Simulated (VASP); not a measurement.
# Zn (P-1) in VASP: a series of runs

Runs on Zn. Level: PBE. Tasks: single point.

All numbers are computed with VASP 6.6.1; they aren't measurements. Logs are shortened: lines on timing, memory, paths and dates and some standing lists are left out, and cuts for length are marked.

**1. The cell of the first run**

The typed cell holds 1 atom: a = 2.814 Å, b = 2.625 Å, c = 2.628 Å, α = 121.48°, β = 99.93°, γ = 106.29°.

**2. Single point, PBE**

INCAR reads:

```
SYSTEM = Zn
PREC = Accurate
ENCUT = 520
EDIFF = 1E-6
ISMEAR = -1
SIGMA = 0.05
LREAL = .False.
LASPH = .True.
NELM = 60
ALGO = Fast
ISIF = 2
LWAVE = .False.
LCHARG = .True.
GGA = PE
LELF = .True.
LVHAR = .True.
NBANDS = 12
```

KPOINTS reads:

```
Automatic mesh
0
Gamma
  11 12 12
  0 0 0
```

POSCAR reads:

```
Zn
1.0
   -1.2810814798      1.8325835832      1.7081595281
    1.2830864991     -1.6817266778      1.5537970734
    1.2837630263      1.6678203209     -1.5729264860
Zn
1
Direct
    0.0000000000      0.0000000000      0.0000000000
```

Potentials or basis: VASP PAW PBE potentials, release 64 (Zn).

Started as:

```
$ cat potpaw_PBE.64/Zn/POTCAR > POTCAR
$ mpirun -np 1 vasp_std > vasp.out
```

OUTCAR:

```text
SYSTEM = Zn
   PREC = Accurate
   ENCUT = 520
   EDIFF = 1E-6
   ISMEAR = -1
   LREAL = .False.
   LASPH = .True.
   NELM = 60
   ISIF = 2
   GGA = PE

 ion  position               nearest neighbor table
   1  0.000  0.000  0.000-

  LATTYP: Found a triclinic cell.
 ALAT       =     2.6275025901
 B/A-ratio  =     1.2427937211
 C/A-ratio  =     0.9769575428
 COS(alpha) =     0.0070805024
 COS(beta)  =     0.4895884541
 COS(gamma) =     0.5683756929

  Lattice vectors:

 A1 = (  -1.2837630263,  -1.6678203209,   1.5729264860)
 A2 = (   0.0020050193,   0.1508569054,   3.2619566015)
 A3 = (  -2.5668495254,   0.0139063569,   0.0191294126)

Analysis of symmetry for initial positions (statically):
=====================================================================
 Subroutine PRICEL returns:
 Original cell was already a primitive cell.

 Routine SETGRP: Setting up the symmetry group for a
 triclinic supercell.

 Subroutine GETGRP returns: Found  2 space group operations
 (whereof  2 operations were pure point group operations)
 out of a pool of  2 trial point group operations.

The static configuration has the point symmetry S_2 .

Analysis of symmetry for dynamics (positions and initial velocities):
=====================================================================
 Subroutine PRICEL returns:
 Original cell was already a primitive cell.

 Routine SETGRP: Setting up the symmetry group for a
 triclinic supercell.

 Subroutine GETGRP returns: Found  2 space group operations
 (whereof  2 operations were pure point group operations)
 out of a pool of  2 trial point group operations.

The dynamic configuration has the point symmetry S_2 .

 Subroutine INISYM returns: Found  2 space group operations
 (whereof  2 operations are pure point group operations),
 and found     1 'primitive' translations

----------------------------------------------------------------------------------------

                                     Primitive cell

  volume of cell :      14.6283

  direct lattice vectors                    reciprocal lattice vectors
    -1.281081480  1.832583583  1.708159528     0.003676307  0.274325050  0.293875400
     1.283086499 -1.681726678  1.553797073     0.391803838 -0.012156239  0.306885836
     1.283763026  1.667820321 -1.572926486     0.391031228  0.285901868 -0.013462563

  length of vectors
     2.813777056  2.624652535  2.627502590     0.402032958  0.497832239  0.484589043

  position of ions in fractional coordinates (direct lattice)
     0.000000000  0.000000000  0.000000000

  ion indices of the primitive-cell ions
   primitive index   ion index
                 1           1

----------------------------------------------------------------------------------------

 KPOINTS: Automatic mesh

Automatic generation of k-mesh.
 Grid dimensions read from file:
 generate k-points for:   11   12   12

 Generating k-lattice:

  Cartesian coordinates                     Fractional coordinates (reciprocal lattice)
     0.000334210  0.024938641  0.026715945     0.090909091  0.000000000  0.000000000
     0.032650320 -0.001013020  0.025573820     0.000000000  0.083333333 -0.000000000
     0.032585936  0.023825156 -0.001121880     0.000000000 -0.000000000  0.083333333

  Length of vectors
     0.036548451  0.041486020  0.040382420

  Shift w.r.t. Gamma in fractional coordinates (k-lattice)
     0.000000000  0.000000000  0.000000000

 Subroutine IBZKPT returns following result:
 ===========================================

 Found    794 irreducible k-points:

 Following reciprocal coordinates:
            Coordinates               Weight
  0.000000  0.000000  0.000000      1.000000
  0.090909 -0.000000  0.000000      2.000000
  0.181818 -0.000000  0.000000      2.000000
  0.272727 -0.000000  0.000000      2.000000
  0.363636 -0.000000  0.000000      2.000000
  0.454545  0.000000  0.000000      2.000000
[... 16 lines left out ...]
  0.454545  0.166667  0.000000      2.000000
 -0.454545  0.166667 -0.000000      2.000000
 [... further k-points ...]
   k-points           NKPTS =    794   k-points in BZ     NKDIM =    794   number of bands    NBANDS=     12
   number of dos      NEDOS =    301   number of ions     NIONS =      1
   total plane-waves  NPLWV =   9600
   dimension x,y,z NGX =    24 NGY =   20 NGZ =   20
   dimension x,y,z NGXF=    48 NGYF=   40 NGZF=   40
   ions per type =               1
   NGX,Y,Z   is equivalent  to a cutoff of  14.18, 12.67, 12.65 a.u.
   NGXF,Y,Z  is equivalent  to a cutoff of  28.36, 25.34, 25.31 a.u.
 SYSTEM =  Zn
   PREC   = accura    normal or accurate (medium, high low for compatibility)
   ISTART =      0    job   : 0-new  1-cont  2-samecut
   ICHARG =      2    charge: 1-file 2-atom 10-const
   ISPIN  =      1    spin polarized calculation?
   LNONCOLLINEAR =      F non collinear calculations
   LSORBIT =      F    spin-orbit coupling
   LASPH  =      T    aspherical Exc in radial PAW
   ENCUT  =  520.0 eV  38.22 Ry    6.18 a.u.   5.23  4.88  4.89*2*pi/ulx,y,z
   NELM   =     60;   NELMIN=  2; NELMDL= -5     # of ELM steps
   EDIFF  = 0.1E-05   stopping-criterion for ELM
   LREAL  =      F    real-space projection
   EDIFFG = 0.1E-04   stopping-criterion for IOM
   NSW    =      0    number of steps for IOM
   IBRION =     -1    ionic relax: 0-MD 1-quasi-New 2-CG
   NFREE  =      0    steps in history (QN), initial steepest desc. (CG)
   ISIF   =      2    stress and relaxation
   ISYM   =      2    0-nonsym 1-usesym 2-fastsym
   POTIM  = 0.5000    time-step for ionic-motion
   TEBEG  =    0.0;   TEEND  =   0.0 temperature during run
   PSTRESS=    0.0 pullay stress
   NELECT =      12.0000    total number of electrons
   NUPDOWN=      -1.0000    fix difference up-down
   EMIN   =  10.00;   EMAX   =-10.00  energy-range for DOS
   EFERMI =   0.00;   METHOD = LEGACY
   ISMEAR =    -1;   SIGMA  =   0.05  broadening in eV -4-tet -1-fermi 0-gaus
   EFERMI_NEDOS =   21; number of points for ismear=-14 and -15
   IALGO  =     68    algorithm
   IMIX   =      4    mixing-type and parameters
     AMIX     =   0.40;   BMIX     =  1.00
     AMIX_MAG =   1.60;   BMIX_MAG =  1.00
  volume/ion in A,a.u.               =      14.63        98.72
  Fermi-wavevector in a.u.,A,eV,Ry     =   1.532512  2.896029 31.954566  2.348594
  Thomas-Fermi vector in A             =   2.639708
   LORBIT       =      0    0 simple, 1 ext, 2 COOP (PROOUT), +10 PAW based schemes
   GGA     = PE    functional components
   LHFCALC =     F    Hartree Fock is set to
   AEXX    =    0.0000 exact exchange contribution
   IVDW    =     0    specifies the selected vdW correction
   LEPSILON=     F    determine dielectric tensor
   LRPA    =     F    only Hartree local field effects (RPA)
 non-spin polarized calculation
 RMM-DIIS sequential band-by-band and
  energy-cutoff  :      520.00
  volume of cell :       14.63
 maximum number of plane-waves:       404
 NGX is ok and might be reduce to    24
   NGX = 11   NGY =  9   NGZ =  9

 number of electron      11.9999997 magnetization

 Free energy of the ion-electron system (eV)
  ---------------------------------------------------
  ext. energy  EPLUGINS =         0.00000000
  ---------------------------------------------------
  free energy    TOTEN  =        -1.08038194 eV

  energy without entropy =       -1.07907300  energy(sigma->0) =       -1.07972747

 E-fermi :   3.3556     XC(G=0): -11.7429

 val. band max:        3.3012919062   @ k =  -0.3636  -0.2500   0.1667
 cond. band min:       3.3564528029   @ k =   0.4545   0.2500   0.4167
 fundamental gap:      0.0551608967
 Fermi energy:         3.3555535543

 k-point     1 :       0.0000    0.0000    0.0000
  band No.  band energies     occupation
      1      -7.3316      2.00000
      2      -4.7932      2.00000
      3      -4.4409      2.00000
      4      -4.2780      2.00000
      5      -4.0542      2.00000
      6      -3.8174      2.00000
      7      16.4325      0.00000
      8      20.2510      0.00000
      9      21.0651      0.00000
     10      24.7060      0.00000
     11      27.1678      0.00000
     12      27.5306      0.00000

 k-point     2 :       0.0909   -0.0000    0.0000
  band No.  band energies     occupation
      1      -7.1369      2.00000
      2      -4.7704      2.00000
      3      -4.4459      2.00000
      4      -4.2843      2.00000
      5      -4.0256      2.00000
      6      -3.8285      2.00000
      7      13.7964      0.00000
      8      21.2650      0.00000
      9      23.0733      0.00000
     10      24.8861      0.00000
     11      26.3327      0.00000
     12      26.6192      0.00000

 k-point     3 :       0.1818   -0.0000    0.0000
  band No.  band energies     occupation
      1      -6.5935      2.00000
      2      -4.6686      2.00000
      3      -4.4529      2.00000
      4      -4.3026      2.00000
      5      -3.9464      2.00000
      6      -3.8574      2.00000
      7      10.1699      0.00000
      8      21.8463      0.00000
      9      24.7018      0.00000
     10      24.8442      0.00000
     11      25.3887      0.00000
     12      27.3118      0.00000
[... 286 lines left out ...]
 k-point    23 :       0.4545    0.1667    0.0000
  band No.  band energies     occupation
      1      -5.0812      2.00000
      2      -4.5095      2.00000
      3      -4.2281      2.00000
      4      -4.2003      2.00000
      5      -3.9030      2.00000
      6      -0.4376      2.00000
      7       1.8461      2.00000
      8      14.8775      0.00000
      9      19.3762      0.00000
     10      24.0456      0.00000
     11      25.6164      0.00000
     12      30.3765      0.00000

 k-point    24 :      -0.4545    0.1667   -0.0000
  band No.  band energies     occupation
      1      -5.1012      2.00000
      2      -4.5096      2.00000
      3      -4.2978      2.00000
      4      -4.2139      2.00000
      5      -3.9392      2.00000
      6      -2.2132      2.00000
      7       4.5316      0.00000
      8      15.0836      0.00000
      9      19.8335      0.00000
     10      23.6382      0.00000
     11      26.0761      0.00000
     12      30.1525      0.00000

 [... further k-points ...]

------------------------ aborting loop because EDIFF is reached ----------------------------------------

  FORCE on cell =-STRESS in cart. coord.  units (eV):
  Direction    XX          YY          ZZ          XY          YZ          ZX
  --------------------------------------------------------------------------------------
  -------------------------------------------------------------------------------------
  Total        0.4879339      0.4706235      0.4743098      0.0005004     -0.0083031     -0.0022110
  in kB       53.4414036     51.5454673     51.9492091      0.0548099     -0.9094031     -0.2421646
  external PRESSURE =      52.3120266 kB  Pullay stress =       0.0000000 kB

 VOLUME and BASIS-vectors are now :
 -----------------------------------------------------------------------------
  energy-cutoff  :      520.00
  volume of cell :       14.63
      direct lattice vectors                 reciprocal lattice vectors
    -1.281081480  1.832583583  1.708159528     0.003676307  0.274325050  0.293875400
     1.283086499 -1.681726678  1.553797073     0.391803838 -0.012156239  0.306885836
     1.283763026  1.667820321 -1.572926486     0.391031228  0.285901868 -0.013462563

 POSITION                                       TOTAL-FORCE (eV/Angst)
 -----------------------------------------------------------------------------------
      0.00000      0.00000      0.00000        -0.000000      0.000000      0.000000
 -----------------------------------------------------------------------------------
    total drift:                                0.000000      0.000000      0.000000

  FREE ENERGIE OF THE ION-ELECTRON SYSTEM (eV)
  ---------------------------------------------------
  free  energy   TOTEN  =        -1.0803819446 eV

  energy  without entropy=       -1.0790730036  energy(sigma->0) =       -1.07972747
```

Run time: 85 s. Hardware: 1 thread of Intel Xeon Platinum 8259CL at 2.50GHz (Skylake/Cascade Lake), shared host; peak memory 0.24 GiB.

What came out:

* Free energy: -1.0804 eV
* Pressure: 5.2 GPa
* Band gap on the k mesh: zero (band 6 reaches 5.96 eV, above the bottom of band 7 at 0.19 eV)

**3. Single point, PBE**

This run uses another cell than the first one, of 15.18 Å³/atom, 1.038 times its volume.

INCAR reads:

```
ALGO = Fast
EDIFF = 1E-7
ENCUT = 520
GGA = PE
ISIF = 2
ISMEAR = -1
LASPH = T
LCHARG = F
LREAL = F
LWAVE = F
NBANDS = 12
NELM = 100
PREC = Accurate
SIGMA = 0.05
```

KPOINTS reads:

```
k-points
0
Gamma
  11 12 12
```

POSCAR reads:

```
Zn
1.0
   -1.2916428922      1.8636747770      1.7439746192
    1.2931269813     -1.6993483397      1.5734039295
    1.2923953121      1.6829261104     -1.5940880223
Zn
1
Direct
    0.0000000000      0.0000000000      0.0000000000
```

Potentials or basis: VASP PAW PBE potentials, release 64 (Zn).

Started as:

```
$ cat potpaw_PBE.64/Zn/POTCAR > POTCAR
$ mpirun -np 1 vasp_std > vasp.out
```

OUTCAR:

```text
EDIFF = 1E-7
   ENCUT = 520
   GGA = PE
   ISIF = 2
   ISMEAR = -1
   LASPH = T
   LREAL = F
   NELM = 100
   PREC = Accurate

 ion  position               nearest neighbor table
   1  0.000  0.000  0.000-

  LATTYP: Found a triclinic cell.
 ALAT       =     2.6539861640
 B/A-ratio  =     1.2514934663
 C/A-ratio  =     0.9742542048
 COS(alpha) =     0.0078571811
 COS(beta)  =     0.4877158602
 COS(gamma) =     0.5683136523

  Lattice vectors:

 A1 = (  -1.2923953121,  -1.6829261104,   1.5940880223)
 A2 = (   0.0014840891,   0.1643264373,   3.3173785487)
 A3 = (  -2.5855222934,   0.0164222293,   0.0206840928)

Analysis of symmetry for initial positions (statically):
=====================================================================
 Subroutine PRICEL returns:
 Original cell was already a primitive cell.

 Routine SETGRP: Setting up the symmetry group for a
 triclinic supercell.

 Subroutine GETGRP returns: Found  2 space group operations
 (whereof  2 operations were pure point group operations)
 out of a pool of  2 trial point group operations.

[... 170 lines left out ...]
      1      -7.3072      2.00000
      2      -4.9521      2.00000
      3      -4.6300      2.00000
      4      -4.4576      2.00000
      5      -4.2375      2.00000
      6      -4.0305      2.00000
      7      15.5574      0.00000
      8      19.3513      0.00000
      9      20.4127      0.00000
     10      24.0082      0.00000
     11      26.4991      0.00000
     12      26.7811      0.00000
[... 331 lines left out ...]
 k-point    24 :      -0.4545    0.1667   -0.0000
  band No.  band energies     occupation
      1      -5.2291      2.00000
      2      -4.6773      2.00000
      3      -4.4653      2.00000
      4      -4.4011      2.00000
      5      -4.1416      2.00000
      6      -2.4149      2.00000
      7       4.1222      0.00000
      8      14.6827      0.00000
      9      19.2959      0.00000
     10      22.8589      0.00000
     11      25.3902      0.00000
     12      29.4871      0.00000

 [... further k-points ...]

------------------------ aborting loop because EDIFF is reached ----------------------------------------

  FORCE on cell =-STRESS in cart. coord.  units (eV):
  Direction    XX          YY          ZZ          XY          YZ          ZX
  --------------------------------------------------------------------------------------
  -------------------------------------------------------------------------------------
  Total        0.2534452      0.2374269      0.2353972     -0.0003064     -0.0086040      0.0003874
  in kB       26.7532865     25.0624132     24.8481657     -0.0323450     -0.9082237      0.0408904
  external PRESSURE =      25.5546218 kB  Pullay stress =       0.0000000 kB

 VOLUME and BASIS-vectors are now :
 -----------------------------------------------------------------------------
  energy-cutoff  :      520.00
  volume of cell :       15.18
      direct lattice vectors                 reciprocal lattice vectors
    -1.291642892  1.863674777  1.743974619     0.004018175  0.269784531  0.288077255
     1.293126981 -1.699348340  1.573403929     0.389102713 -0.012841666  0.301904877
     1.292395312  1.682926110 -1.594088022     0.388449900  0.282476401 -0.014166256

 POSITION                                       TOTAL-FORCE (eV/Angst)
 -----------------------------------------------------------------------------------
      0.00000      0.00000      0.00000         0.000000      0.000000      0.000000
 -----------------------------------------------------------------------------------
    total drift:                                0.000000     -0.000000      0.000000

  FREE ENERGIE OF THE ION-ELECTRON SYSTEM (eV)
  ---------------------------------------------------
  free  energy   TOTEN  =        -1.0933310533 eV

  energy  without entropy=       -1.0921238302  energy(sigma->0) =       -1.09272744
```

OSZICAR:

```text
N       E                     dE             d eps       ncg     rms          rms(c)
DAV:   1     0.423365019187E+02    0.42337E+02   -0.65944E+03 19728   0.159E+03
DAV:   2     0.746112380255E-01   -0.42262E+02   -0.39739E+02 19812   0.213E+02
DAV:   3    -0.119629378399E+01   -0.12709E+01   -0.12691E+01 22080   0.369E+01
DAV:   4    -0.119920399007E+01   -0.29102E-02   -0.29101E-02 20720   0.171E+00
DAV:   5    -0.119920615040E+01   -0.21603E-05   -0.21601E-05 21788   0.456E-02    0.287E+00
RMM:   6    -0.110031773774E+01    0.98888E-01   -0.24734E-01 23291   0.671E+00    0.216E+00
RMM:   7    -0.109587273034E+01    0.44450E-02   -0.75785E-03 24047   0.131E+00    0.105E+00
RMM:   8    -0.109335051827E+01    0.25222E-02   -0.19964E-03 22308   0.462E-01    0.622E-02
RMM:   9    -0.109334784084E+01    0.26774E-05   -0.50220E-04 24771   0.346E-01    0.656E-02
RMM:  10    -0.109333121967E+01    0.16621E-04   -0.50246E-05 24472   0.864E-02    0.505E-03
RMM:  11    -0.109333114201E+01    0.77659E-07   -0.42422E-06 23503   0.233E-02    0.250E-03
RMM:  12    -0.109333105333E+01    0.88677E-07   -0.41194E-07 22528   0.791E-03
   1 F= -.10933311E+01 E0= -.10927274E+01  d E =-.120722E-02
```

It took 91 s on 1 thread of Intel Xeon Platinum 8259CL at 2.50GHz (Skylake/Cascade Lake), shared host; peak memory 0.24 GiB.

Results:

```
Free energy            : -1.0933 eV
Pressure               : 2.6 GPa
Band gap on the k mesh : zero (band 6 reaches 5.61 eV, above the bottom of band 7 at -0.20 eV)
```

Levels at points of the mesh, in eV from the Fermi level:
```
           k point  band 3  band 4  band 5  band 6  band 7  band 8  band 9  band 10
(0.00, 0.00, 0.00)   -7.71   -7.54   -7.32   -7.11   12.48   16.27   17.33    20.93
(0.00, 0.50, 0.00)   -7.26   -6.99   -6.84   -1.58    1.01    8.74   11.34    12.77
(0.00, 0.00, 0.50)   -7.37   -7.02   -6.85   -1.94    0.46    9.99   12.69    13.98
(0.00, 0.50, 0.50)   -7.47   -7.43   -6.86   -3.12   -1.71   16.44   17.67    18.99
```
